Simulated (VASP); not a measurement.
A run of VASP 6.6.1 is set up as follows.

The input INCAR:

```
SYSTEM = H4C
PREC = Accurate
ENCUT = 520
EDIFF = 1E-6
ISMEAR = -1
SIGMA = 0.05
LREAL = Auto
LASPH = .TRUE.
NELM = 120
ALGO = Normal
ISIF = 2
LWAVE = .FALSE.
LCHARG = .TRUE.
GGA = PE
LELF = .TRUE.
LVHAR = .TRUE.
NBANDS = 58
GGA_COMPAT = .FALSE.
```

The input KPOINTS:

```
Automatic mesh
0
G
  1 1 1
  0 0 0
```

POSCAR

```
H4C
1.0
    8.6854290000      0.0000000000      0.0000000000
    0.0000000000      8.6854290000      0.0000000000
    0.0000000000      0.0000000000      8.6854290000
C H
8 32
Direct
    0.1305750125      0.6613144843      0.6247129532
    0.0730418728      0.1512418097      0.0160383557
    0.4247919130      0.4562699206      0.4869304671
    0.6203262959      0.5072288312      0.1018487400
    0.8420079192      0.3829171823      0.4963139990
    0.6593917238      0.7695992910      0.7382709593
    0.0787871273      0.7849583481      0.2008190960
    0.5435885781      0.9085331306      0.1869337715
    0.0606533080      0.5645317002      0.5729020409
    0.0656156420      0.7387199872      0.7040872708
    0.1776193208      0.7139658847      0.5214250211
    0.2408171203      0.6359731914      0.6752804035
    0.1370110791      0.1799795957      0.1125678421
    0.0411724050      0.2608621865     -0.0268265390
   -0.0257903208      0.0844748141      0.0485525816
    0.1664166502      0.0981644085     -0.0591104941
    0.4757277965      0.3525329607      0.4571564629
    0.5259843814      0.5346310470      0.5203772894
    0.3500345233      0.4505707202      0.5850603350
    0.3320849206      0.4968666487      0.4089492874
    0.5703920900      0.4594821971     -0.0121813212
    0.5510723765      0.6189331581      0.1386920554
    0.7390884204      0.5574969296      0.0967137029
    0.6053586990      0.4213263386      0.1997943913
    0.8333842807      0.4385621021      0.3848629699
    0.7527089335      0.4170548168      0.5776225907
    0.9548175456      0.3934981220      0.5429898742
    0.8077896901      0.2621632161      0.4946215092
    0.6655514656      0.8919996928      0.7607453817
    0.6514934380      0.7286916973      0.6192209965
    0.5456495010      0.7372462546      0.7945606371
    0.7566465629      0.6993667210      0.7830701281
    0.1455541229      0.6759021345      0.2152570702
    0.0914405034      0.8554787564      0.3038767573
   -0.0454208998      0.7609411118      0.1759959122
    0.1223543477      0.8553290805      0.1025971198
    0.5473074502      1.0242326545      0.2181699948
    0.4457695757      0.8542698351      0.2413352294
    0.6471067808      0.8387035344      0.2152455567
    0.5157143073      0.9110545950      0.0568998952
```

Potentials or basis: VASP PAW PBE potentials, release 64 (C, H).

Launch:

```bash
$ cat potpaw_PBE.64/C/POTCAR potpaw_PBE.64/H/POTCAR > POTCAR
$ mpirun -np 1 vasp_gam > vasp.out
```

Q: Predict the pressure.

A: -0.1 GPa.

Q: What does it give for the band gap on the k mesh?

A: 6.48 eV.

Q: What does it give for the largest force?

A: 2.844 eV/Å.

Stress tensor (GPa, compression positive):
```
-1.21 -0.05  0.16
-0.05  0.77 -0.27
 0.16 -0.27  0.08
```

Caveat: the k points lie up to 0.72 Å⁻¹ apart.
